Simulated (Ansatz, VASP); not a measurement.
## Cu in VASP and in Ansatz

```
CELL_PARAMETERS angstrom
-1.47191 1.47191 1.47191
1.47191 -1.47191 1.47191
1.47191 1.47191 -1.47191
ATOMIC_POSITIONS crystal
Cu 0.00000 0.00000 0.00000
```

Alike in both runs: functional BLYP; k mesh 15 × 15 × 15; occupations fermi-dirac, width 0.1 eV; no spin polarisation.

Ansatz relaxed the structure, and its values are those at the end. VASP's run is a single point on that final structure, the one shown.

|  | VASP | Ansatz |
| --- | --- | --- |
| version | VASP 6.6.1 | Ansatz 0.2.0 |
| potentials or method | VASP PAW PBE potentials, release 64 (Cu), cutoff 520 eV | plane waves (420 eV) with PAW, scalar-relativistic |
| valence electrons in the cell | 11 | 19 |

```csv
,VASP,Ansatz,Ansatz less VASP
pressure (GPa),0.6,0.0,-0.60
```

VASP's potentials were made for PBE, not for BLYP. VASP's potentials hold 11 valence electrons a cell and Ansatz's 19, so a difference there can come from the potentials and not from the codes.
